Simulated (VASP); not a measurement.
# Ge (Fd-3m) in VASP: a series of runs

Ge is run at these levels: r2SCAN; tasks: single point.

Program: VASP 6.6.1. These are calculated values, not measurements. Logs are shortened: lines on timing, memory, paths and dates and some standing lists are left out, and cuts for length are marked.

### Step 1. The cell of the first run

Symmetry: Fd-3m, No. 227, cubic system. Conventional cell: a = 5.025 Å, b = 5.025 Å, c = 5.025 Å, α = 90.00°, β = 90.00°, γ = 90.00°. Ge (site symmetry -43m) has 4 Ge at 2.18 Å within 2.9 Å.

### Step 2. Single point, r2SCAN

The input, POSCAR:

```
Ge
1.0
    0.0000000000      2.5125558952      2.5125558952
    2.5125558952      0.0000000000      2.5125558952
    2.5125558952      2.5125558952      0.0000000000
Ge
2
Direct
    0.0000000000      0.0000000000      0.0000000000
    0.2500000000      0.2500000000      0.2500000000
```

The input, INCAR.step1:

```
SYSTEM = Ge
PREC     = Accurate       ! precision mode
ENCUT    = 520            ! plane-wave cutoff, eV
ISMEAR   = 1              ! smearing method
SIGMA    = 0.0337         ! smearing width, eV
LREAL    = .False.        ! projectors in reciprocal space
LASPH    = .True.         ! aspherical terms in the spheres
NELM     = 100            ! most SCF steps
NBANDS   = 21             ! bands
GGA      = PE             ! functional
ALGO     = Normal         ! electronic algorithm
EDIFF    = 1E-4           ! SCF threshold, eV
LWAVE    = .True.         ! write WAVECAR
LCHARG   = .False.        ! write CHGCAR
```

The input, INCAR.step2:

```
SYSTEM = Ge
PREC     = Accurate       ! precision mode
ENCUT    = 520            ! plane-wave cutoff, eV
EDIFF    = 1E-6           ! SCF threshold, eV
ISMEAR   = 1              ! smearing method
SIGMA    = 0.0337         ! smearing width, eV
LREAL    = .False.        ! projectors in reciprocal space
LASPH    = .True.         ! aspherical terms in the spheres
NELM     = 100            ! most SCF steps
ALGO     = Normal         ! electronic algorithm
ISIF     = 2              ! what is computed and relaxed
LWAVE    = .False.        ! write WAVECAR
LCHARG   = .False.        ! write CHGCAR
METAGGA  = R2SCAN         ! meta-GGA
LMIXTAU  = .True.       
NBANDS   = 21             ! bands
ISTART   = 1
```

The input, KPOINTS:

```
Automatic mesh
0
Gamma
  6 6 6
  0 0 0
```

Potentials or basis: VASP PAW PBE potentials, release 64 (Ge_d).

On the command line:

```
cat potpaw_PBE.64/Ge_d/POTCAR > POTCAR
cp INCAR.step1 INCAR
mpirun -np 1 vasp_std > vasp.out
cp INCAR.step2 INCAR
mpirun -np 1 vasp_std > vasp.out
```

OUTCAR:

```text
SYSTEM = Ge
   PREC = Accurate
   ENCUT = 520
   EDIFF = 1E-6
   ISMEAR = 1
   LREAL = .False.
   LASPH = .True.
   NELM = 100
   ISIF = 2
   METAGGA = R2SCAN
   ISTART = 1

 ion  position               nearest neighbor table
   1  0.000  0.000  0.000-   2 2.18   2 2.18   2 2.18   2 2.18
   2  0.250  0.250  0.250-   1 2.18   1 2.18   1 2.18   1 2.18

  LATTYP: Found a face centered cubic cell.
 ALAT       =     5.0251117904

  Lattice vectors:

 A1 = (   0.0000000000,   2.5125558952,   2.5125558952)
 A2 = (   2.5125558952,   0.0000000000,   2.5125558952)
 A3 = (   2.5125558952,   2.5125558952,   0.0000000000)

Analysis of symmetry for initial positions (statically):
=====================================================================
 Subroutine PRICEL returns:
 Original cell was already a primitive cell.

 Routine SETGRP: Setting up the symmetry group for a
 face centered cubic supercell.

 Subroutine GETGRP returns: Found 48 space group operations
 (whereof 24 operations were pure point group operations)
 out of a pool of 48 trial point group operations.

The static configuration has the point symmetry T_d .
 The point group associated with its full space group is O_h .

Analysis of symmetry for dynamics (positions and initial velocities):
=====================================================================
 Subroutine PRICEL returns:
 Original cell was already a primitive cell.

 Routine SETGRP: Setting up the symmetry group for a
 face centered cubic supercell.

 Subroutine GETGRP returns: Found 48 space group operations
 (whereof 24 operations were pure point group operations)
 out of a pool of 48 trial point group operations.

The dynamic configuration has the point symmetry T_d .
 The point group associated with its full space group is O_h .

 Subroutine INISYM returns: Found 48 space group operations
 (whereof 24 operations are pure point group operations),
 and found     1 'primitive' translations

----------------------------------------------------------------------------------------

                                     Primitive cell

  volume of cell :      31.7232

  direct lattice vectors                    reciprocal lattice vectors
     0.000000000  2.512555895  2.512555895    -0.199000548  0.199000548  0.199000548
     2.512555895  0.000000000  2.512555895     0.199000548 -0.199000548  0.199000548
     2.512555895  2.512555895  0.000000000     0.199000548  0.199000548 -0.199000548

  length of vectors
     3.553290623  3.553290623  3.553290623     0.344679060  0.344679060  0.344679060

  position of ions in fractional coordinates (direct lattice)
     0.000000000  0.000000000  0.000000000
     0.250000000  0.250000000  0.250000000

  ion indices of the primitive-cell ions
   primitive index   ion index
                 1           1
                 2           2

----------------------------------------------------------------------------------------

 KPOINTS: Automatic mesh

Automatic generation of k-mesh.
 Grid dimensions read from file:
 generate k-points for:    6    6    6

 Generating k-lattice:

  Cartesian coordinates                     Fractional coordinates (reciprocal lattice)
    -0.033166758  0.033166758  0.033166758     0.166666667  0.000000000  0.000000000
     0.033166758 -0.033166758  0.033166758     0.000000000  0.166666667  0.000000000
     0.033166758  0.033166758 -0.033166758     0.000000000  0.000000000  0.166666667

  Length of vectors
     0.057446510  0.057446510  0.057446510

  Shift w.r.t. Gamma in fractional coordinates (k-lattice)
     0.000000000  0.000000000  0.000000000

 Subroutine IBZKPT returns following result:
 ===========================================

 Found     16 irreducible k-points:

 Following reciprocal coordinates:
            Coordinates               Weight
  0.000000  0.000000  0.000000      1.000000
  0.166667  0.000000  0.000000      8.000000
  0.333333  0.000000  0.000000      8.000000
  0.500000  0.000000  0.000000      4.000000
  0.166667  0.166667  0.000000      6.000000
  0.333333  0.166667  0.000000     24.000000
[... 8 lines left out ...]
 -0.333333  0.333333  0.166667     24.000000
 -0.333333  0.500000  0.166667     12.000000
   k-points           NKPTS =     16   k-points in BZ     NKDIM =     16   number of bands    NBANDS=     21
   number of dos      NEDOS =    301   number of ions     NIONS =      2
   total plane-waves  NPLWV =  21952
   dimension x,y,z NGX =    28 NGY =   28 NGZ =   28
   dimension x,y,z NGXF=    56 NGYF=   56 NGZF=   56
   ions per type =               2
   NGX,Y,Z   is equivalent  to a cutoff of  13.10, 13.10, 13.10 a.u.
   NGXF,Y,Z  is equivalent  to a cutoff of  26.20, 26.20, 26.20 a.u.
 SYSTEM =  Ge
   PREC   = accura    normal or accurate (medium, high low for compatibility)
   ISTART =      1    job   : 0-new  1-cont  2-samecut
   ICHARG =      0    charge: 1-file 2-atom 10-const
   ISPIN  =      1    spin polarized calculation?
   LNONCOLLINEAR =      F non collinear calculations
   LSORBIT =      F    spin-orbit coupling
   LASPH  =      T    aspherical Exc in radial PAW
   ENCUT  =  520.0 eV  38.22 Ry    6.18 a.u.   6.61  6.61  6.61*2*pi/ulx,y,z
   NELM   =    100;   NELMIN=  2; NELMDL=  0     # of ELM steps
   EDIFF  = 0.1E-05   stopping-criterion for ELM
   LREAL  =      F    real-space projection
   EDIFFG = 0.1E-04   stopping-criterion for IOM
   NSW    =      0    number of steps for IOM
   IBRION =     -1    ionic relax: 0-MD 1-quasi-New 2-CG
   NFREE  =      0    steps in history (QN), initial steepest desc. (CG)
   ISIF   =      2    stress and relaxation
   ISYM   =      2    0-nonsym 1-usesym 2-fastsym
   POTIM  = 0.5000    time-step for ionic-motion
   TEBEG  =    0.0;   TEEND  =   0.0 temperature during run
   PSTRESS=    0.0 pullay stress
   NELECT =      28.0000    total number of electrons
   NUPDOWN=      -1.0000    fix difference up-down
   EMIN   =  10.00;   EMAX   =-10.00  energy-range for DOS
   EFERMI =   0.00;   METHOD = LEGACY
   ISMEAR =     1;   SIGMA  =   0.03  broadening in eV -4-tet -1-fermi 0-gaus
   EFERMI_NEDOS =   21; number of points for ismear=-14 and -15
   IALGO  =     38    algorithm
   IMIX   =      4    mixing-type and parameters
     AMIX     =   0.40;   BMIX     =  1.00
     AMIX_MAG =   1.60;   BMIX_MAG =  1.00
  volume/ion in A,a.u.               =      15.86       107.04
  Fermi-wavevector in a.u.,A,eV,Ry     =   1.570369  2.967568 33.552777  2.466060
  Thomas-Fermi vector in A             =   2.672113
   LORBIT       =      0    0 simple, 1 ext, 2 COOP (PROOUT), +10 PAW based schemes
   METAGGA = R2SCAN    functional components
   LHFCALC =     F    Hartree Fock is set to
   AEXX    =    0.0000 exact exchange contribution
   IVDW    =     0    specifies the selected vdW correction
   LEPSILON=     F    determine dielectric tensor
   LRPA    =     F    only Hartree local field effects (RPA)
 non-spin polarized calculation
 Methfessel and Paxton  Order N= 1 SIGMA  =   0.03
  energy-cutoff  :      520.00
  volume of cell :       31.72
 maximum number of plane-waves:       869
 NGX is ok and might be reduce to    28
   NGX = 13   NGY = 13   NGZ = 13

 number of electron      28.0000023 magnetization

 Free energy of the ion-electron system (eV)
  ---------------------------------------------------
  ext. energy  EPLUGINS =         0.00000000
  ---------------------------------------------------
  free energy    TOTEN  =       -25.81469457 eV

  energy without entropy =      -25.81472171  energy(sigma->0) =      -25.81470362

 E-fermi :   9.1275     XC(G=0): -12.8137

 val. band max:        9.0991934892   @ k =   0.0000   0.0000   0.0000
 cond. band min:       9.3284072302   @ k =   0.3333   0.3333   0.0000
 fundamental gap:      0.2292137409
 Fermi energy:         9.1275316835

 k-point     1 :       0.0000    0.0000    0.0000
  band No.  band energies     occupation
      1     -17.4074      2.00000
      2     -17.4074      2.00000
      3     -17.4074      2.00000
      4     -17.3338      2.00000
      5     -17.3338      2.00000
      6     -16.8181      2.00000
[... 13 lines left out ...]
     20      19.9653      0.00000
     21      19.9653      0.00000

 k-point     2 :       0.1667    0.0000    0.0000
  band No.  band energies     occupation
      1     -17.4395      2.00000
      2     -17.4395      2.00000
      3     -17.3981      2.00000
      4     -17.2848      2.00000
      5     -17.2847      2.00000
      6     -16.8411      2.00000
[... 13 lines left out ...]
     20      18.2776      0.00000
     21      18.6599      0.00000

 k-point     3 :       0.3333    0.0000    0.0000
  band No.  band energies     occupation
      1     -17.4595      2.00000
      2     -17.4594      2.00000
      3     -17.3795      2.00000
      4     -17.2396      2.00000
      5     -17.2396      2.00000
      6     -16.8602      2.00000
[... 13 lines left out ...]
     20      19.4710      0.00000
     21      20.0833      0.00000

 k-point     4 :       0.5000    0.0000    0.0000
  band No.  band energies     occupation
      1     -17.4608      2.00000
      2     -17.4608      2.00000
      3     -17.3704      2.00000
      4     -17.2314      2.00000
      5     -17.2313      2.00000
      6     -16.8747      2.00000
[... 13 lines left out ...]
     20      22.9471      0.00000
     21      23.1580      0.00000

 k-point     5 :       0.1667    0.1667    0.0000
  band No.  band energies     occupation
      1     -17.4449      2.00000
      2     -17.4269      2.00000
      3     -17.4269      2.00000
      4     -17.2905      2.00000
      5     -17.2301      2.00000
      6     -16.9396      2.00000
[... 13 lines left out ...]
     20      19.7204      0.00000
     21      20.5546      0.00000
[... 190 lines left out ...]
     20      24.8751      0.00000
     21      25.3492      0.00000

 k-point    14 :       0.5000    0.3333    0.1667
  band No.  band energies     occupation
      1     -17.4982      2.00000
      2     -17.4971      2.00000
      3     -17.3234      2.00000
      4     -17.1847      2.00000
      5     -17.0904      2.00000
      6     -17.0718      2.00000
[... 13 lines left out ...]
     20      21.8217      0.00000
     21      24.7532      0.00000

 k-point    15 :      -0.3333    0.3333    0.1667
  band No.  band energies     occupation
      1     -17.5257      2.00000
      2     -17.5002      2.00000
      3     -17.2720      2.00000
      4     -17.1424      2.00000
      5     -17.0746      2.00000
      6     -17.0690      2.00000
[... 13 lines left out ...]
     20      23.7405      0.00000
     21      24.1975      0.00000

 k-point    16 :      -0.3333    0.5000    0.1667
  band No.  band energies     occupation
      1     -17.5130      2.00000
      2     -17.5130      2.00000
      3     -17.2277      2.00000
      4     -17.2277      2.00000
      5     -17.0362      2.00000
      6     -17.0362      2.00000
[... 13 lines left out ...]
     20      23.8864      0.00000
     21      25.7470      0.00000

------------------------ aborting loop because EDIFF is reached ----------------------------------------

  FORCE on cell =-STRESS in cart. coord.  units (eV):
  Direction    XX          YY          ZZ          XY          YZ          ZX
  --------------------------------------------------------------------------------------
  -------------------------------------------------------------------------------------
  Total       11.9405229     11.9405229     11.9405229      0.0000000     -0.0000000      0.0000000
  in kB      603.0547395    603.0547395    603.0547395      0.0000000     -0.0000000      0.0000000
  external PRESSURE =     603.0547395 kB  Pullay stress =       0.0000000 kB

 VOLUME and BASIS-vectors are now :
 -----------------------------------------------------------------------------
  energy-cutoff  :      520.00
  volume of cell :       31.72
      direct lattice vectors                 reciprocal lattice vectors
     0.000000000  2.512555895  2.512555895    -0.199000548  0.199000548  0.199000548
     2.512555895  0.000000000  2.512555895     0.199000548 -0.199000548  0.199000548
     2.512555895  2.512555895  0.000000000     0.199000548  0.199000548 -0.199000548

 POSITION                                       TOTAL-FORCE (eV/Angst)
 -----------------------------------------------------------------------------------
      0.00000      0.00000      0.00000         0.000000     -0.000000     -0.000000
      1.25628      1.25628      1.25628        -0.000000      0.000000      0.000000
 -----------------------------------------------------------------------------------
    total drift:                                0.000000      0.000000      0.000000

  FREE ENERGIE OF THE ION-ELECTRON SYSTEM (eV)
  ---------------------------------------------------
  free  energy   TOTEN  =       -25.8146945699 eV

  energy  without entropy=      -25.8147217075  energy(sigma->0) =      -25.81470362
```

Wall time 57 s (1 thread of Intel Xeon Platinum 8259CL at 2.50GHz (Skylake/Cascade Lake), shared host); peak memory 0.16 GiB.

What came out:

```yaml
Free_energy: -25.8147 eV
Pressure: 60.3 GPa
Band_gap_on_the_k_mesh: 0.23 eV, indirect (least direct gap 2.68 eV)
```

Levels at points of the mesh, in eV from the valence-band top:
| k point | band 11 | band 12 | band 13 | band 14 | band 15 | band 16 | band 17 | band 18 |
| --- | --- | --- | --- | --- | --- | --- | --- | --- |
| (0.00, 0.00, 0.00) | -16.76 | 0.00 | 0.00 | 0.00 | 2.68 | 2.68 | 2.68 | 4.17 |
| (0.50, 0.00, 0.00) | -13.46 | -10.28 | -2.20 | -2.20 | 1.81 | 3.94 | 3.94 | 7.58 |
| (0.50, 0.50, 0.00) | -11.07 | -11.07 | -4.84 | -4.84 | 0.26 | 0.26 | 13.42 | 13.42 |

Caveat: the PAW data sets were made with another functional, which shifts forces and pressure a little.

[end of part 1 of 2]
